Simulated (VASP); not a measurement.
The system is Na.

```
Na
1.0
     3.76404    0.00000    0.00000
    -1.88202    3.25976    0.00000
     0.00000    0.00000   12.29336
Na
4
Direct
  0.00000 0.00000 0.00000
  0.00000 0.00000 0.50000
  0.33333 0.66667 0.25000
  0.66667 0.33333 0.75000
```

This isn't the form of Na at room conditions, which is bcc.

- Program: VASP 6.6.1
- Task: relaxation of cell and atoms
- Functional: RPBE
- Potentials or basis: VASP PAW PBE potentials, release 64 (Na_pv)
- Cutoff: 600 eV
- k mesh: 10 × 10 × 3
- Occupations: fermi-dirac, width 0.1 eV
- Spin: no spin polarisation

At the start: pressure 0.4 GPa; volume 37.71 Å³/atom.

Question: Where does the relaxation end?

Answer: Over 3 steps the energy falls by 2.2 meV/atom and the volume is 39.68 Å³/atom (+5.2 %); space group P6_3/mmc (No. 194, to 0.1 Å) before and after.

Step by step:
```tsv
step	energy change (eV)	largest force (eV/Å)	pressure (GPa)	volume (Å³)
1	0.0000	0.0000	0.38	150.84
2	-0.0040	0.0000	0.29	152.78
3	-0.0090	0.0000	0.00	158.72
```

Final structure:
```cif
data_structure
_symmetry_space_group_name_H-M 'P 1'
_symmetry_Int_Tables_number 1
_cell_length_a 3.8322
_cell_length_b 3.8322
_cell_length_c 12.4801
_cell_angle_alpha 90.000
_cell_angle_beta 90.000
_cell_angle_gamma 120.000
_cell_volume 158.72
loop_
_atom_site_label
_atom_site_type_symbol
_atom_site_fract_x
_atom_site_fract_y
_atom_site_fract_z
_atom_site_occupancy
Na1 Na 0.00000 0.00000 0.00000 1
Na2 Na 0.00000 0.00000 0.50000 1
Na3 Na 0.33333 0.66667 0.25000 1
Na4 Na 0.66667 0.33333 0.75000 1
```

Caveat: the PAW data sets were made with another functional, which shifts forces and pressure a little.
